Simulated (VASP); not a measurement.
## Sb3Se: single point with PBE

Sb3Se:

```
Sb Se
1.0
     1.75595   -2.92286    0.00000
     1.75595    2.92286    0.00000
     0.00000    0.00000   10.21762
Sb Se
3 1
Direct
  0.50000 0.50000 0.77244
  0.00000 0.00000 0.50000
  0.50000 0.50000 0.22756
  0.00000 0.00000 0.00000
```

The cell was built from a structure type or drawn by symmetry, and may not be a known phase.

```
Program             : VASP 6.6.1
Task                : single point
Functional          : PBE
Potentials or basis : VASP PAW PBE potentials, release 64 (Sb, Se)
Cutoff              : 520 eV
k mesh              : 6 × 6 × 2
Occupations         : gaussian, width 0.1 eV
Spin                : no spin polarisation
```

```
Pressure               : -0.2 GPa
Largest force          : 0.041 eV/Å
Band gap on the k mesh : zero (an odd number of electrons rules out a gap without spin polarisation)
```

Forces in eV/Å, atoms in the order of the input:
```
Sb   0.000  0.000  0.041
Sb   0.000  0.000  0.000
Sb   0.000  0.000 -0.041
Se   0.000  0.000  0.000
```

Stress tensor (GPa, compression positive):
```
-0.37  0.00  0.00
 0.00  0.07  0.00
 0.00  0.00 -0.23
```

Levels at points of the mesh, in eV from the Fermi level:
```tsv
k point	band 6	band 7	band 8	band 9	band 10	band 11	band 12	band 13	band 14	band 15
(0.00, 0.00, 0.00)	-0.29	-0.27	-0.01	0.86	3.16	3.44	4.23	4.45	4.61	5.39
(0.50, 0.00, 0.00)	-5.34	-3.26	-2.93	-1.82	-0.97	-0.67	0.98	1.54	1.69	3.41
(0.50, 0.50, 0.00)	-4.24	-4.22	-3.34	-1.80	-1.67	0.69	0.75	0.94	1.11	3.18
(0.00, 0.00, 0.50)	-3.37	-0.28	0.86	2.70	3.32	3.39	4.24	4.40	4.55	4.65
(0.50, 0.00, 0.50)	-4.50	-4.37	-4.31	-0.76	-0.33	0.35	0.60	1.88	1.94	2.11
(0.50, 0.50, 0.50)	-5.06	-2.96	-2.49	-2.08	-1.77	-1.32	0.17	2.18	2.27	3.28
```

It took 79 s on 1 thread of Intel Xeon 8259CL, with other jobs on the host, peak memory 0.26 GiB.

Caveat: spin-orbit coupling is left out, which moves the levels of the heavy elements.
